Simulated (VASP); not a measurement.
TiO2, 12 atoms in the cell. The structure is monoclinic, space group C2/m (No. 12). Conventional cell: a = 12.549 Å, b = 3.841 Å, c = 6.746 Å, α = 90.00°, β = 106.95°, γ = 90.00°. Within 2.5 Å of Ti (site symmetry m) lie 6 O at 1.90 to 2.20 Å. Ti (site symmetry m) has 6 O at 1.82 to 2.38 Å within 2.4 Å. O (site symmetry m) has 3 Ti at 1.98 to 2.07 Å and 2 O at 2.58 Å within 2.6 Å. Within 2.8 Å of O (site symmetry m) lie 4 Ti at 2.00 to 2.38 Å and 5 O at 2.58 to 2.76 Å. O (site symmetry m) has 2 Ti at 1.82 to 1.91 Å within 2.4 Å. O (site symmetry m) has 3 Ti at 1.90 to 2.20 Å and 1 O at 2.59 Å within 2.6 Å. 

- Program: VASP 6.6.1
- Task: single point
- Functional: RPBE
- Potentials or basis: VASP PAW PBE potentials, release 64 (Ti_sv, O)
- Cutoff: 520 eV
- k mesh: 8 × 8 × 4
- Occupations: fermi-dirac, width 0.05 eV
- Spin: no spin polarisation
- Dipole correction: no
- Further INCAR settings: ALGO = Normal; EDIFF = 1e-06; NBANDS = 60

Potentials or basis: VASP PAW PBE potentials, release 64 (Ti_sv, O).

Run with:

```sh
$ cat potpaw_PBE.64/Ti_sv/POTCAR potpaw_PBE.64/O/POTCAR > POTCAR
$ mpirun -np 1 vasp_std > vasp.out
```

Hardware: 1 thread of Oxide Virtual Turin-like Processor, on a shared host.

Problem. How long does it take, and how much memory?

Solution. It took 39 min on 1 thread of Oxide Virtual Turin-like Processor (shared host), peak memory 0.65 GiB. Counts: scf iterations 19, k points 78.
